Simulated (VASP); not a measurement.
# PbF2 (Cm) in VASP: single point with PBE+D3(BJ)

Aim: the single point of PbF2 with PBE+D3(BJ).

All numbers are computed with VASP 6.6.1; they aren't measurements. Logs are shortened: lines on timing, memory, paths and dates and some standing lists are left out, and cuts for length are marked.

### Step 1. The cell of the first run

It takes space group Cm (No. 8, monoclinic). The conventional cell has a = 5.940 Å, b = 5.940 Å, c = 4.200 Å, α = 90.00°, β = 135.00°, γ = 90.00°. Pb (site symmetry m) has 8 F at 2.40 to 2.75 Å within 3.2 Å. Within 3.2 Å of F (site symmetry 1) lie 4 Pb at 2.40 to 2.75 Å and 6 F at 2.97 Å.

### Step 2. Single point, PBE+D3(BJ) (atom 1 (Pb) moved by (-0.200, -0.100) A along x and y)

INCAR reads:

```
SYSTEM = PbF2
PREC = Accurate ; ENCUT = 520
EDIFF = 1E-7 ; ISMEAR = 0
SIGMA = 0.05 ; LREAL = .False.
LASPH = .True. ; NELM = 60
ALGO = Normal ; ISIF = 2
LWAVE = .False. ; LCHARG = .True.
GGA = PE ; IVDW = 12
LELF = .True. ; LVHAR = .True.
NBANDS = 21
```

KPOINTS reads:

```
regular mesh
0
Gamma
  8 8 8
  0 0 0
```

POSCAR reads:

```
PbF2
1.0
    0.0000000000      2.9698500000      2.9698500000
    2.9698500000      0.0000000000      2.9698500000
    2.9698500000      2.9698500000      0.0000000000
Pb F
1 2
Direct
    0.0168358671     -0.0168358671     -0.0505076014
    0.2500000000      0.2500000000      0.2500000000
    0.7500000000      0.7500000000      0.7500000000
```

Potentials or basis: VASP PAW PBE potentials, release 64 (Pb_d, F).

Launch:

```console
> cat potpaw_PBE.64/Pb_d/POTCAR potpaw_PBE.64/F/POTCAR > POTCAR
> mpirun -np 1 vasp_std > vasp.out
```

OUTCAR:

```text
SYSTEM = PbF2
   PREC = Accurate
   ENCUT = 520
   EDIFF = 1E-7
   ISMEAR = 0
   LREAL = .False.
   LASPH = .True.
   NELM = 60
   ISIF = 2
   GGA = PE
   IVDW = 12
 IVDW          = 12

 ion  position               nearest neighbor table
   1  0.017  0.983  0.949-   3 2.40   2 2.40   3 2.52   2 2.52   3 2.64   2 2.64   3 2.75   2 2.75

   2  0.250  0.250  0.250-   1 2.40   1 2.52   1 2.64   1 2.75
   3  0.750  0.750  0.750-   1 2.40   1 2.52   1 2.64   1 2.75

  LATTYP: Found a face centered cubic cell.
 ALAT       =     5.9397000000

  Lattice vectors:

 A1 = (   0.0000000000,   2.9698500000,   2.9698500000)
 A2 = (   2.9698500000,   0.0000000000,   2.9698500000)
 A3 = (   2.9698500000,   2.9698500000,   0.0000000000)

Analysis of symmetry for initial positions (statically):
=====================================================================
 Subroutine PRICEL returns:
 Original cell was already a primitive cell.

 Routine SETGRP: Setting up the symmetry group for a
 face centered cubic supercell.

 Subroutine GETGRP returns: Found  2 space group operations
 (whereof  2 operations were pure point group operations)
 out of a pool of 48 trial point group operations.

The static configuration has the point symmetry C_1h.

Analysis of symmetry for dynamics (positions and initial velocities):
=====================================================================
 Subroutine PRICEL returns:
 Original cell was already a primitive cell.

 Routine SETGRP: Setting up the symmetry group for a
 face centered cubic supercell.

 Subroutine GETGRP returns: Found  2 space group operations
 (whereof  2 operations were pure point group operations)
 out of a pool of 48 trial point group operations.

The dynamic configuration has the point symmetry C_1h.

 Subroutine INISYM returns: Found  2 space group operations
 (whereof  2 operations are pure point group operations),
 and found     1 'primitive' translations

----------------------------------------------------------------------------------------

                                     Primitive cell

  volume of cell :      52.3882

  direct lattice vectors                    reciprocal lattice vectors
     0.000000000  2.969850000  2.969850000    -0.168358671  0.168358671  0.168358671
     2.969850000  0.000000000  2.969850000     0.168358671 -0.168358671  0.168358671
     2.969850000  2.969850000  0.000000000     0.168358671  0.168358671 -0.168358671

  length of vectors
     4.200002148  4.200002148  4.200002148     0.291605773  0.291605773  0.291605773

  position of ions in fractional coordinates (direct lattice)
     0.016835867  0.983164133  0.949492399
     0.250000000  0.250000000  0.250000000
     0.750000000  0.750000000  0.750000000

  ion indices of the primitive-cell ions
   primitive index   ion index
                 1           1
                 2           2
                 3           3

----------------------------------------------------------------------------------------

 KPOINTS: regular mesh

Automatic generation of k-mesh.
 Grid dimensions read from file:
 generate k-points for:    8    8    8

 Generating k-lattice:

  Cartesian coordinates                     Fractional coordinates (reciprocal lattice)
    -0.021044834  0.021044834  0.021044834     0.125000000  0.000000000  0.000000000
     0.021044834 -0.021044834  0.021044834     0.000000000  0.125000000  0.000000000
     0.021044834  0.021044834 -0.021044834     0.000000000  0.000000000  0.125000000

  Length of vectors
     0.036450722  0.036450722  0.036450722

  Shift w.r.t. Gamma in fractional coordinates (k-lattice)
     0.000000000  0.000000000  0.000000000

 Subroutine IBZKPT returns following result:
 ===========================================

 Found    150 irreducible k-points:

 Following reciprocal coordinates:
            Coordinates               Weight
  0.000000  0.000000  0.000000      1.000000
  0.125000  0.000000  0.000000      4.000000
  0.000000  0.000000  0.125000      4.000000
  0.250000  0.000000  0.000000      4.000000
  0.000000  0.000000  0.250000      4.000000
  0.375000  0.000000  0.000000      4.000000
[... 16 lines left out ...]
  0.000000  0.125000  0.375000      4.000000
 -0.125000  0.250000 -0.125000      4.000000
 [... further k-points ...]
   k-points           NKPTS =    150   k-points in BZ     NKDIM =    150   number of bands    NBANDS=     21
   number of dos      NEDOS =    301   number of ions     NIONS =      3
   total plane-waves  NPLWV =  32768
   dimension x,y,z NGX =    32 NGY =   32 NGZ =   32
   dimension x,y,z NGXF=    64 NGYF=   64 NGZF=   64
   ions per type =               1   2
   NGX,Y,Z   is equivalent  to a cutoff of  12.67, 12.67, 12.67 a.u.
   NGXF,Y,Z  is equivalent  to a cutoff of  25.33, 25.33, 25.33 a.u.
 SYSTEM =  PbF2
   PREC   = accura    normal or accurate (medium, high low for compatibility)
   ISTART =      0    job   : 0-new  1-cont  2-samecut
   ICHARG =      2    charge: 1-file 2-atom 10-const
   ISPIN  =      1    spin polarized calculation?
   LNONCOLLINEAR =      F non collinear calculations
   LSORBIT =      F    spin-orbit coupling
   LASPH  =      T    aspherical Exc in radial PAW
   ENCUT  =  520.0 eV  38.22 Ry    6.18 a.u.   7.81  7.81  7.81*2*pi/ulx,y,z
   NELM   =     60;   NELMIN=  2; NELMDL= -5     # of ELM steps
   EDIFF  = 0.1E-06   stopping-criterion for ELM
   LREAL  =      F    real-space projection
   EDIFFG = 0.1E-05   stopping-criterion for IOM
   NSW    =      0    number of steps for IOM
   IBRION =     -1    ionic relax: 0-MD 1-quasi-New 2-CG
   NFREE  =      0    steps in history (QN), initial steepest desc. (CG)
   ISIF   =      2    stress and relaxation
   ISYM   =      2    0-nonsym 1-usesym 2-fastsym
   POTIM  = 0.5000    time-step for ionic-motion
   TEBEG  =    0.0;   TEEND  =   0.0 temperature during run
   PSTRESS=    0.0 pullay stress
   NELECT =      28.0000    total number of electrons
   NUPDOWN=      -1.0000    fix difference up-down
   EMIN   =  10.00;   EMAX   =-10.00  energy-range for DOS
   EFERMI =   0.00;   METHOD = LEGACY
   ISMEAR =     0;   SIGMA  =   0.05  broadening in eV -4-tet -1-fermi 0-gaus
   EFERMI_NEDOS =   21; number of points for ismear=-14 and -15
   IALGO  =     38    algorithm
   IMIX   =      4    mixing-type and parameters
     AMIX     =   0.40;   BMIX     =  1.00
     AMIX_MAG =   1.60;   BMIX_MAG =  1.00
  volume/ion in A,a.u.               =      17.46       117.84
  Fermi-wavevector in a.u.,A,eV,Ry     =   1.328566  2.510625 24.015460  1.765086
  Thomas-Fermi vector in A             =   2.457794
   LORBIT       =      0    0 simple, 1 ext, 2 COOP (PROOUT), +10 PAW based schemes
   GGA     = PE    functional components
   LHFCALC =     F    Hartree Fock is set to
   AEXX    =    0.0000 exact exchange contribution
   IVDW    =    12    specifies the selected vdW correction
   LEPSILON=     F    determine dielectric tensor
   LRPA    =     F    only Hartree local field effects (RPA)
 non-spin polarized calculation
 Gauss-broadening in eV      SIGMA  =   0.05
  energy-cutoff  :      520.00
  volume of cell :       52.39
 maximum number of plane-waves:      1424
   NGX = 15   NGY = 15   NGZ = 15

 number of electron      28.0000010 magnetization

 Free energy of the ion-electron system (eV)
  ---------------------------------------------------
  ext. energy  EPLUGINS =         0.00000000
  ---------------------------------------------------
  free energy    TOTEN  =       -14.29504867 eV

  energy without entropy =      -14.29504867  energy(sigma->0) =      -14.29504867

 E-fermi :   2.1344     XC(G=0):  -9.3670

 val. band max:        1.8543106360   @ k =   0.5000   0.2500  -0.2500
 cond. band min:       6.2405015786   @ k =   0.0000   0.5000   0.5000
 fundamental gap:      4.3861909426
 Fermi energy:         2.1344301552

 k-point     1 :       0.0000    0.0000    0.0000
  band No.  band energies     occupation
      1     -19.3048      2.00000
      2     -18.7097      2.00000
      3     -12.5995      2.00000
      4     -12.5932      2.00000
      5     -12.5457      2.00000
      6     -12.5396      2.00000
[... 13 lines left out ...]
     20      16.9248      0.00000
     21      18.8334      0.00000

 k-point     2 :       0.1250    0.0000    0.0000
  band No.  band energies     occupation
      1     -19.2755      2.00000
      2     -18.7353      2.00000
      3     -12.5919      2.00000
      4     -12.5883      2.00000
      5     -12.5396      2.00000
      6     -12.5233      2.00000
[... 13 lines left out ...]
     20      16.5115      0.00000
     21      18.5315      0.00000

 k-point     3 :       0.0000    0.0000    0.1250
  band No.  band energies     occupation
      1     -19.2753      2.00000
      2     -18.7356      2.00000
      3     -12.5941      2.00000
      4     -12.5859      2.00000
      5     -12.5393      2.00000
      6     -12.5223      2.00000
[... 13 lines left out ...]
     20      16.5015      0.00000
     21      18.4995      0.00000

 k-point     4 :       0.2500    0.0000    0.0000
  band No.  band energies     occupation
      1     -19.1988      2.00000
      2     -18.8006      2.00000
      3     -12.5764      2.00000
      4     -12.5702      2.00000
      5     -12.5353      2.00000
      6     -12.5220      2.00000
[... 13 lines left out ...]
     20      16.0053      0.00000
     21      17.4109      0.00000

 k-point     5 :       0.0000    0.0000    0.2500
  band No.  band energies     occupation
      1     -19.1982      2.00000
      2     -18.8013      2.00000
      3     -12.5830      2.00000
      4     -12.5740      2.00000
      5     -12.5317      2.00000
      6     -12.5157      2.00000
[... 13 lines left out ...]
     20      15.9689      0.00000
     21      17.4491      0.00000

 k-point     6 :       0.3750    0.0000    0.0000
  band No.  band energies     occupation
      1     -19.1001      2.00000
      2     -18.8871      2.00000
      3     -12.5688      2.00000
      4     -12.5584      2.00000
      5     -12.5176      2.00000
      6     -12.5131      2.00000
[... 13 lines left out ...]
     20      15.7247      0.00000
     21      16.3677      0.00000

 k-point     7 :       0.0000    0.0000    0.3750
  band No.  band energies     occupation
      1     -19.0994      2.00000
      2     -18.8878      2.00000
      3     -12.5778      2.00000
      4     -12.5710      2.00000
      5     -12.5141      2.00000
      6     -12.5035      2.00000
[... 13 lines left out ...]
     20      15.6754      0.00000
     21      16.4750      0.00000
[... 291 lines left out ...]
      1     -19.1202      2.00000
      2     -18.8683      2.00000
      3     -12.5630      2.00000
      4     -12.5546      2.00000
      5     -12.5274      2.00000
      6     -12.5104      2.00000
[... 13 lines left out ...]
     20      16.5409      0.00000
     21      17.4406      0.00000

 k-point    21 :       0.1250    0.0000    0.3750
  band No.  band energies     occupation
      1     -19.1183      2.00000
      2     -18.8679      2.00000
      3     -12.5731      2.00000
      4     -12.5571      2.00000
      5     -12.5222      2.00000
      6     -12.5029      2.00000
[... 13 lines left out ...]
     20      16.5242      0.00000
     21      17.5063      0.00000

 k-point    22 :       0.1250    0.1250   -0.2500
  band No.  band energies     occupation
      1     -19.1185      2.00000
      2     -18.8671      2.00000
      3     -12.5697      2.00000
      4     -12.5589      2.00000
      5     -12.5184      2.00000
      6     -12.5103      2.00000
[... 13 lines left out ...]
     20      16.5368      0.00000
     21      17.4638      0.00000

 k-point    23 :       0.0000    0.1250    0.3750
  band No.  band energies     occupation
      1     -19.1193      2.00000
      2     -18.8692      2.00000
      3     -12.5708      2.00000
      4     -12.5627      2.00000
      5     -12.5233      2.00000
      6     -12.5013      2.00000
[... 13 lines left out ...]
     20      16.5163      0.00000
     21      17.5344      0.00000

 k-point    24 :      -0.1250    0.2500   -0.1250
  band No.  band energies     occupation
      1     -19.1192      2.00000
      2     -18.8670      2.00000
      3     -12.5663      2.00000
      4     -12.5475      2.00000
      5     -12.5251      2.00000
      6     -12.5135      2.00000
[... 13 lines left out ...]
     20      16.5550      0.00000
     21      17.4083      0.00000

 [... further k-points ...]

------------------------ aborting loop because EDIFF is reached ----------------------------------------

 Edisp (eV)   -0.45780

 E8    (eV) :    -0.1973

  FORCE on cell =-STRESS in cart. coord.  units (eV):
  Direction    XX          YY          ZZ          XY          YZ          ZX
  --------------------------------------------------------------------------------------
  -------------------------------------------------------------------------------------
  Total       0.61415     0.57410     0.56391     0.18905     0.00000     0.00000
  in kB      18.78237    17.55765    17.24580     5.78173     0.00000     0.00000
  external pressure =       17.86 kB  Pullay stress =        0.00 kB

 VOLUME and BASIS-vectors are now :
 -----------------------------------------------------------------------------
  energy-cutoff  :      520.00
  volume of cell :       52.39
      direct lattice vectors                 reciprocal lattice vectors
     0.000000000  2.969850000  2.969850000    -0.168358671  0.168358671  0.168358671
     2.969850000  0.000000000  2.969850000     0.168358671 -0.168358671  0.168358671
     2.969850000  2.969850000  0.000000000     0.168358671  0.168358671 -0.168358671

 POSITION                                       TOTAL-FORCE (eV/Angst)
 -----------------------------------------------------------------------------------
      5.73970      2.86985      2.96985         0.386895      0.210266      0.000000
      1.48493      1.48493      1.48493        -0.193447     -0.105133      0.081200
      4.45477      4.45477      4.45477        -0.193447     -0.105133     -0.081200
 -----------------------------------------------------------------------------------
    total drift:                               -0.000194     -0.000158      0.000001

  FREE ENERGIE OF THE ION-ELECTRON SYSTEM (eV)
  ---------------------------------------------------
  free  energy   TOTEN  =       -14.7528442915 eV

  energy  without entropy=      -14.7528442915  energy(sigma->0) =      -14.75284429
```

It took 2.9 min on 1 thread of Intel Xeon Platinum 8375C at 2.90GHz (Ice Lake), shared host; peak memory 0.29 GiB.

Results:

```
Free energy                : -14.7528 eV
Pressure                   : 1.8 GPa
Largest force              : 0.440 eV/Å
Band gap on the k mesh     : 4.39 eV (least direct gap 4.61 eV)
Dispersion energy per atom : -0.153 eV
```

Forces on the atoms (eV/Å):
```
Pb   0.387  0.210  0.000
F   -0.193 -0.105  0.081
F   -0.193 -0.105 -0.081
```

Stress tensor (GPa, compression positive):
```
1.88 0.58 0.00
0.58 1.76 0.00
0.00 0.00 1.72
```

Caveat: the cell differs from its parent crystal (atom 1 (Pb) moved by (-0.200, -0.100) A along x and y); spin-orbit coupling is left out, which moves the levels of the heavy elements. A k mesh can miss the band edges.
